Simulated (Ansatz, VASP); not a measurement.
**CoO in VASP and in Ansatz**

INCAR

```
  PREC = Accurate
  ENCUT = 520
  EDIFF = 1E-6
  ISMEAR = 0
  SIGMA = 0.1
  LREAL = F
  LASPH = T
  NELM = 150
  ALGO = Normal
  ISIF = 2
  LWAVE = F
  LCHARG = T
  ISPIN = 2
  MAGMOM = 4.5 2.5
  LORBIT = 11
  LMAXMIX = 4
  GGA = PE
  LELF = T
  LVHAR = T
  NBANDS = 18
```

The input KPOINTS:

```
regular mesh
0
Gamma
  18 18 18
```

File POSCAR:

```
CoO
1.0
    1.5054695445      0.8691832468      2.4399269062
   -1.5054695445      0.8691832468      2.4399269062
    0.0000000000     -1.7383664936      2.4399269062
Co O
1 1
Direct
    0.0000000000      0.0000000000      0.0000000000
    0.5000000000      0.5000000000      0.5000000000
```

Input for Ansatz:

```yaml
crystal:
  lattice:
    - [1.5054695445, 0.8691832468, 2.4399269062]
    - [-1.5054695445, 0.8691832468, 2.4399269062]
    - [0.0, -1.7383664936, 2.4399269062]
  atoms:
    - { symbol: Co, position: [0.0, 0.0, 0.0], spin: 4.5 }
    - { symbol: O, position: [0.5, 0.5, 0.5], spin: 2.5 }
basis:
  ecutwfc: 420
kpoints:
  mp_grid: { grid: [18, 18, 18] }
hamiltonian:
  xc: pbe
scf:
  occupations: { method: gaussian, width: 0.1 }
  lower_state_search: "off"
output:
  forces: true
  stress: true
  eigenvalues: true
  populations: true
magnetization:
  spin_polarized: true
```

Alike in both runs: task single point; functional PBE; k mesh 18 × 18 × 18; occupations gaussian, width 0.1 eV; collinear spin.

```csv
,VASP,Ansatz
version,VASP 6.6.1,Ansatz 0.2.0
potentials or method,"VASP PAW PBE potentials, release 64 (Co, O), cutoff 520 eV","scalar-relativistic, plane waves, PAW"
valence electrons in the cell,15,23
```

Ansatz gave:

```
gap on the k mesh at the Fermi level (eV)                     : none
pressure (GPa)                                                : 0.1
traceless stress, the component that is largest in VASP (GPa) : -0.37
net moment per atom (μB)                                      : 1.46
size of the moment on the site where the two differ most (μB) : 2.49
```

Task: What did VASP give for the same quantities?

Result: gap on the k mesh at the Fermi level (eV): none; pressure (GPa): -0.5; traceless stress, the component that is largest in VASP (GPa): -0.34; net moment per atom (μB): 1.44; size of the moment on the site where the two differ most (μB): 2.54.

Site moments also hang on the region over which each program counts them. A gap of «none» marks a metal or a gap that the smearing closes. VASP's potentials hold 15 valence electrons a cell and Ansatz's 23, so a difference there can come from the potentials and not from the codes.
